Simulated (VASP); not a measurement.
# Ir (P6_3/mmc) in VASP: notebook

Runs on Ir. Level: r2SCAN. Tasks: single point.

Everything below comes from runs of VASP 6.6.1. Logs are shortened: lines on timing, memory, paths and dates and some standing lists are left out, and cuts for length are marked.

### Step 1. The cell of the first run

It takes space group P6_3/mmc (No. 194, hexagonal). The conventional cell has a = 2.729 Å, b = 2.729 Å, c = 4.421 Å, α = 90.00°, β = 90.00°, γ = 120.00°. Within 3.6 Å of Ir (site symmetry -6m2) lie 12 Ir at 2.71 to 2.73 Å.

### Step 2. Single point, r2SCAN

Contents of POSCAR:

```
Ir
1.0
    2.7294687938      0.0000000000      0.0000000000
   -1.3647343969      2.3637893143      0.0000000000
    0.0000000000      0.0000000000      4.4209756624
Ir
2
Direct
    0.3333333333      0.6666666667      0.7500000000
    0.6666666667      0.3333333333      0.2500000000
```

Contents of INCAR.step1:

```
PREC     = Accurate       # precision mode
ENCUT    = 520            # plane-wave cutoff, eV
ISMEAR   = 0              # smearing method
SIGMA    = 0.05           # smearing width, eV
LREAL    = F              # projectors in reciprocal space
LASPH    = T              # aspherical terms in the spheres
NELM     = 100            # most SCF steps
NBANDS   = 16             # bands
GGA      = PE             # functional
ALGO     = Normal         # electronic algorithm
EDIFF    = 1E-4           # SCF threshold, eV
LWAVE    = T              # write WAVECAR
LCHARG   = F              # write CHGCAR
```

Contents of INCAR.step2:

```
PREC     = Accurate       # precision mode
ENCUT    = 520            # plane-wave cutoff, eV
EDIFF    = 1E-6           # SCF threshold, eV
ISMEAR   = 0              # smearing method
SIGMA    = 0.05           # smearing width, eV
LREAL    = F              # projectors in reciprocal space
LASPH    = T              # aspherical terms in the spheres
NELM     = 100            # most SCF steps
ALGO     = Normal         # electronic algorithm
ISIF     = 2              # what is computed and relaxed
LWAVE    = F              # write WAVECAR
LCHARG   = F              # write CHGCAR
METAGGA  = R2SCAN         # meta-GGA
LMIXTAU  = T            
NBANDS   = 16             # bands
ISTART   = 1
```

Contents of KPOINTS:

```
Automatic mesh
0
Gamma
  18 18 10
```

Potentials or basis: VASP PAW PBE potentials, release 64 (Ir).

Run with:

```console
$ cat potpaw_PBE.64/Ir/POTCAR > POTCAR
$ cp INCAR.step1 INCAR
$ mpirun -np 1 vasp_std > vasp.out
$ cp INCAR.step2 INCAR
$ mpirun -np 1 vasp_std > vasp.out
```

OUTCAR:

```text
PREC = Accurate
   ENCUT = 520
   EDIFF = 1E-6
   ISMEAR = 0
   LREAL = F
   LASPH = T
   NELM = 100
   ISIF = 2
   METAGGA = R2SCAN
   ISTART = 1

 ion  position               nearest neighbor table
   1  0.333  0.667  0.750-   2 2.71   2 2.71   2 2.71   2 2.71   2 2.71   2 2.71
   2  0.667  0.333  0.250-   1 2.71   1 2.71   1 2.71   1 2.71   1 2.71   1 2.71

  LATTYP: Found a hexagonal cell.
 ALAT       =     2.7294687938
 C/A-ratio  =     1.6197201714

  Lattice vectors:

 A1 = (   2.7294687938,   0.0000000000,   0.0000000000)
 A2 = (  -1.3647343969,   2.3637893143,   0.0000000000)
 A3 = (   0.0000000000,   0.0000000000,   4.4209756624)

Analysis of symmetry for initial positions (statically):
=====================================================================
 Subroutine PRICEL returns:
 Original cell was already a primitive cell.

 Routine SETGRP: Setting up the symmetry group for a
 hexagonal supercell.

 Subroutine GETGRP returns: Found 24 space group operations
 (whereof 12 operations were pure point group operations)
 out of a pool of 24 trial point group operations.

The static configuration has the point symmetry D_3d.
 The point group associated with its full space group is D_6h.

Analysis of symmetry for dynamics (positions and initial velocities):
=====================================================================
 Subroutine PRICEL returns:
 Original cell was already a primitive cell.

 Routine SETGRP: Setting up the symmetry group for a
 hexagonal supercell.

 Subroutine GETGRP returns: Found 24 space group operations
 (whereof 12 operations were pure point group operations)
 out of a pool of 24 trial point group operations.

The dynamic configuration has the point symmetry D_3d.
 The point group associated with its full space group is D_6h.

 Subroutine INISYM returns: Found 24 space group operations
 (whereof 12 operations are pure point group operations),
 and found     1 'primitive' translations

----------------------------------------------------------------------------------------

                                     Primitive cell

  volume of cell :      28.5236

  direct lattice vectors                    reciprocal lattice vectors
     2.729468794  0.000000000  0.000000000     0.366371655  0.211524774  0.000000000
    -1.364734397  2.363789314  0.000000000     0.000000000  0.423049548  0.000000000
[... 78 lines left out ...]
   ICHARG =      0    charge: 1-file 2-atom 10-const
   ISPIN  =      1    spin polarized calculation?
   LNONCOLLINEAR =      F non collinear calculations
   LSORBIT =      F    spin-orbit coupling
   LASPH  =      T    aspherical Exc in radial PAW
   ENCUT  =  520.0 eV  38.22 Ry    6.18 a.u.   5.08  5.08  8.22*2*pi/ulx,y,z
   NELM   =    100;   NELMIN=  2; NELMDL=  0     # of ELM steps
   EDIFF  = 0.1E-05   stopping-criterion for ELM
   LREAL  =      F    real-space projection
   EDIFFG = 0.1E-04   stopping-criterion for IOM
   NSW    =      0    number of steps for IOM
   IBRION =     -1    ionic relax: 0-MD 1-quasi-New 2-CG
   NFREE  =      0    steps in history (QN), initial steepest desc. (CG)
   ISIF   =      2    stress and relaxation
   ISYM   =      2    0-nonsym 1-usesym 2-fastsym
   POTIM  = 0.5000    time-step for ionic-motion
   TEBEG  =    0.0;   TEEND  =   0.0 temperature during run
   PSTRESS=    0.0 pullay stress
   NELECT =      18.0000    total number of electrons
   NUPDOWN=      -1.0000    fix difference up-down
   EMIN   =  10.00;   EMAX   =-10.00  energy-range for DOS
   EFERMI =   0.00;   METHOD = LEGACY
   ISMEAR =     0;   SIGMA  =   0.05  broadening in eV -4-tet -1-fermi 0-gaus
   EFERMI_NEDOS =   21; number of points for ismear=-14 and -15
   IALGO  =     38    algorithm
   IMIX   =      4    mixing-type and parameters
     AMIX     =   0.40;   BMIX     =  1.00
     AMIX_MAG =   1.60;   BMIX_MAG =  1.00
  volume/ion in A,a.u.               =      14.26        96.24
  Fermi-wavevector in a.u.,A,eV,Ry     =   1.404205  2.653564 26.827872  1.971793
  Thomas-Fermi vector in A             =   2.526790
   LORBIT       =      0    0 simple, 1 ext, 2 COOP (PROOUT), +10 PAW based schemes
   METAGGA = R2SCAN    functional components
   LHFCALC =     F    Hartree Fock is set to
   AEXX    =    0.0000 exact exchange contribution
   IVDW    =     0    specifies the selected vdW correction
   LEPSILON=     F    determine dielectric tensor
   LRPA    =     F    only Hartree local field effects (RPA)
 non-spin polarized calculation
 Gauss-broadening in eV      SIGMA  =   0.05
  energy-cutoff  :      520.00
  volume of cell :       28.52
 maximum number of plane-waves:       785
   NGX = 11   NGY = 11   NGZ = 17

 number of electron      18.0000000 magnetization

 Free energy of the ion-electron system (eV)
  ---------------------------------------------------
  ext. energy  EPLUGINS =         0.00000000
  ---------------------------------------------------
  free energy    TOTEN  =      -104.55780498 eV

  energy without entropy =     -104.55543305  energy(sigma->0) =     -104.55661902

 E-fermi :  10.1835     XC(G=0): -15.2802

 val. band max:       10.1753392050   @ k =   0.3889  -0.0000   0.0000
 cond. band min:      10.1900630105   @ k =   0.3333   0.3333   0.1000
 fundamental gap:      0.0147238055
 Fermi energy:        10.1834656777

 k-point     1 :       0.0000    0.0000    0.0000
  band No.  band energies     occupation
      1      -1.4081      2.00000
      2       1.7280      2.00000
      3       6.1254      2.00000
      4       6.2158      2.00000
      5       6.2158      2.00000
      6       6.8907      2.00000
[... 433 lines left out ...]
      3       3.1788      2.00000
      4       5.7838      2.00000
      5       6.0114      2.00000
      6       6.4716      2.00000
[... 8 lines left out ...]
     15      21.1828      0.00000
     16      24.1167      0.00000

 [... further k-points ...]
[... 5 lines left out ...]
  --------------------------------------------------------------------------------------
  -------------------------------------------------------------------------------------
  Total        0.4272566      0.4272566      0.4592334     -0.0000000     -0.0000000      0.0000000
  in kB       23.9990658     23.9990658     25.7952098     -0.0000000     -0.0000000      0.0000000
  external PRESSURE =      24.5977804 kB  Pullay stress =       0.0000000 kB

 VOLUME and BASIS-vectors are now :
 -----------------------------------------------------------------------------
  energy-cutoff  :      520.00
  volume of cell :       28.52
      direct lattice vectors                 reciprocal lattice vectors
     2.729468794  0.000000000  0.000000000     0.366371655  0.211524774  0.000000000
    -1.364734397  2.363789314  0.000000000     0.000000000  0.423049548  0.000000000
     0.000000000  0.000000000  4.420975662     0.000000000  0.000000000  0.226194414

 POSITION                                       TOTAL-FORCE (eV/Angst)
 -----------------------------------------------------------------------------------
     -0.00000      1.57586      3.31573         0.000000     -0.000000      0.000000
      1.36473      0.78793      1.10524         0.000000      0.000000      0.000000
 -----------------------------------------------------------------------------------
    total drift:                               -0.000000      0.000000     -0.000000

  FREE ENERGIE OF THE ION-ELECTRON SYSTEM (eV)
  ---------------------------------------------------
  free  energy   TOTEN  =      -104.5578049844 eV

  energy  without entropy=     -104.5554330473  energy(sigma->0) =     -104.55661902
```

OUTCAR.step1:

```text
PREC = Accurate
   ENCUT = 520
   ISMEAR = 0
   LREAL = F
   LASPH = T
[... 679 lines left out ...]
 -----------------------------------------------------------------------------------
     -0.00000      1.57586      3.31573         0.000000     -0.000000      0.000000
      1.36473      0.78793      1.10524        -0.000000      0.000000      0.000000
 -----------------------------------------------------------------------------------
    total drift:                               -0.000000      0.000000     -0.000000

  FREE ENERGIE OF THE ION-ELECTRON SYSTEM (eV)
  ---------------------------------------------------
  free  energy   TOTEN  =       -17.5386949495 eV

  energy  without entropy=      -17.5362233300  energy(sigma->0) =      -17.53745914
```

It took 2.1 min on 1 thread of Intel Xeon 6975P-C (Granite Rapids), shared host; peak memory 0.21 GiB.

What came out:

| Item | Value |
| --- | --- |
| Free energy | -104.5578 eV |
| Pressure | 2.5 GPa |
| Band gap on the k mesh | zero (band 9 reaches 11.16 eV, above the bottom of band 10 at 7.74 eV) |

Levels at points of the mesh, in eV from the Fermi level:
```csv
k point,band 5,band 6,band 7,band 8,band 9,band 10,band 11,band 12,band 13,band 14
"(0.00, 0.00, 0.00)",-3.97,-3.29,-3.29,-2.49,-2.49,-0.77,0.26,0.26,7.40,15.11
"(0.50, 0.00, 0.00)",-3.70,-3.54,-3.08,0.71,0.97,1.14,3.05,4.58,8.67,10.71
"(0.00, 0.00, 0.50)",-4.10,-4.10,-4.10,-4.10,-0.51,-0.51,-0.51,-0.51,14.39,14.39
"(0.50, 0.00, 0.50)",-2.22,-2.22,-0.98,-0.98,0.96,0.96,2.09,2.09,8.02,8.02
```

Caveat: the PAW data sets were made with another functional, which shifts forces and pressure a little; spin-orbit coupling is left out, which moves the levels of the heavy elements.

### Step 3. Single point, r2SCAN

This run uses another cell than the first one, of 14.58 Å³/atom, 1.022 times its volume.

Contents of POSCAR:

```
Ir
1.0
    2.7501450646      0.0000000000      0.0000000000
   -1.3750725323      2.3816954901      0.0000000000
    0.0000000000      0.0000000000      4.4518479355
Ir
2
Direct
    0.3333333333      0.6666666667      0.7500000000
    0.6666666667      0.3333333333      0.2500000000
```

Contents of INCAR.step1:

```
PREC = Accurate ; ENCUT = 520
ISMEAR = 0 ; SIGMA = 0.05
LREAL = F ; LASPH = T
NELM = 60 ; NBANDS = 16
GGA = PE ; ALGO = Normal
EDIFF = 1E-4 ; LWAVE = T
LCHARG = F
```

Contents of INCAR.step2:

```
PREC = Accurate ; ENCUT = 520
EDIFF = 1E-7 ; ISMEAR = 0
SIGMA = 0.05 ; LREAL = F
LASPH = T ; NELM = 60
ALGO = Normal ; ISIF = 2
LWAVE = F ; LCHARG = F
METAGGA = R2SCAN ; LMIXTAU = T
NBANDS = 16 ; ISTART = 1
```

Contents of KPOINTS:

```
regular mesh
0
Gamma
  18 18 10
```

Potentials or basis: VASP PAW PBE potentials, release 64 (Ir).

Run with:

```console
$ cat potpaw_PBE.64/Ir/POTCAR > POTCAR
$ cp INCAR.step1 INCAR
$ mpirun -np 1 vasp_std > vasp.out
$ cp INCAR.step2 INCAR
$ mpirun -np 1 vasp_std > vasp.out
```

OUTCAR:

```text
PREC = Accurate
   ENCUT = 520
   EDIFF = 1E-7
   ISMEAR = 0
   LREAL = F
   LASPH = T
   NELM = 60
   ISIF = 2
   METAGGA = R2SCAN
   ISTART = 1

 ion  position               nearest neighbor table
   1  0.333  0.667  0.750-   2 2.73   2 2.73   2 2.73   2 2.73   2 2.73   2 2.73
   2  0.667  0.333  0.250-   1 2.73   1 2.73   1 2.73   1 2.73   1 2.73   1 2.73

  LATTYP: Found a hexagonal cell.
 ALAT       =     2.7501450646
 C/A-ratio  =     1.6187684035

  Lattice vectors:

 A1 = (   2.7501450646,   0.0000000000,   0.0000000000)
[... 193 lines left out ...]
      6       6.6203      2.00000
[... 433 lines left out ...]
      3       3.0304      2.00000
      4       5.5472      2.00000
      5       5.7547      2.00000
      6       6.2134      2.00000
[... 8 lines left out ...]
     15      20.6079      0.00000
     16      23.4959      0.00000

 [... further k-points ...]
[... 5 lines left out ...]
  --------------------------------------------------------------------------------------
  -------------------------------------------------------------------------------------
  Total       -1.0325167     -1.0325167     -1.0005659     -0.0000000     -0.0000000      0.0000000
  in kB      -56.7316626    -56.7316626    -54.9761223     -0.0000000     -0.0000000      0.0000000
  external PRESSURE =     -56.1464825 kB  Pullay stress =       0.0000000 kB

 VOLUME and BASIS-vectors are now :
 -----------------------------------------------------------------------------
  energy-cutoff  :      520.00
  volume of cell :       29.16
      direct lattice vectors                 reciprocal lattice vectors
     2.750145065  0.000000000  0.000000000     0.363617183  0.209934478  0.000000000
    -1.375072532  2.381695490  0.000000000     0.000000000  0.419868956  0.000000000
     0.000000000  0.000000000  4.451847936     0.000000000  0.000000000  0.224625822

 POSITION                                       TOTAL-FORCE (eV/Angst)
 -----------------------------------------------------------------------------------
     -0.00000      1.58780      3.33889         0.000000      0.000000      0.000000
      1.37507      0.79390      1.11296        -0.000000     -0.000000      0.000000
 -----------------------------------------------------------------------------------
    total drift:                               -0.000000      0.000000     -0.000000

  FREE ENERGIE OF THE ION-ELECTRON SYSTEM (eV)
  ---------------------------------------------------
  free  energy   TOTEN  =      -104.5512969826 eV

  energy  without entropy=     -104.5488642079  energy(sigma->0) =     -104.55008060
```

OSZICAR.step1:

```text
N       E                     dE             d eps       ncg     rms          rms(c)
DAV:   1     0.141620564094E+03    0.14162E+03   -0.84727E+03  7104   0.113E+03
DAV:   2    -0.149455178145E+02   -0.15657E+03   -0.14097E+03  7120   0.305E+02
DAV:   3    -0.186221954318E+02   -0.36767E+01   -0.36229E+01  9752   0.556E+01
DAV:   4    -0.186617042750E+02   -0.39509E-01   -0.39501E-01  8056   0.490E+00
DAV:   5    -0.186628199480E+02   -0.11157E-02   -0.11157E-02  9880   0.863E-01    0.203E+01
DAV:   6    -0.177331132201E+02    0.92971E+00   -0.11890E+00  9000   0.141E+01    0.832E+00
DAV:   7    -0.175666289439E+02    0.16648E+00   -0.36818E-01  9608   0.741E+00    0.210E+00
DAV:   8    -0.175594308537E+02    0.71981E-02   -0.54187E-03  8112   0.652E-01    0.120E+00
DAV:   9    -0.175548642413E+02    0.45666E-02   -0.48496E-03  9152   0.869E-01    0.202E-02
DAV:  10    -0.175548717448E+02   -0.75035E-05   -0.25499E-05  6016   0.489E-02
   1 F= -.17554872E+02 E0= -.17553614E+02  d E =-.251614E-02
```

Run time: 2.6 min. Hardware: 1 thread of Intel Xeon 6975P-C (Granite Rapids), shared host; peak memory 0.21 GiB.

What came out:

- Free energy: -104.5513 eV
- Pressure: -5.6 GPa
- Band gap on the k mesh: zero (band 9 reaches 10.73 eV, above the bottom of band 10 at 7.45 eV)

Caveat: the PAW data sets were made with another functional, which shifts forces and pressure a little; spin-orbit coupling is left out, which moves the levels of the heavy elements.
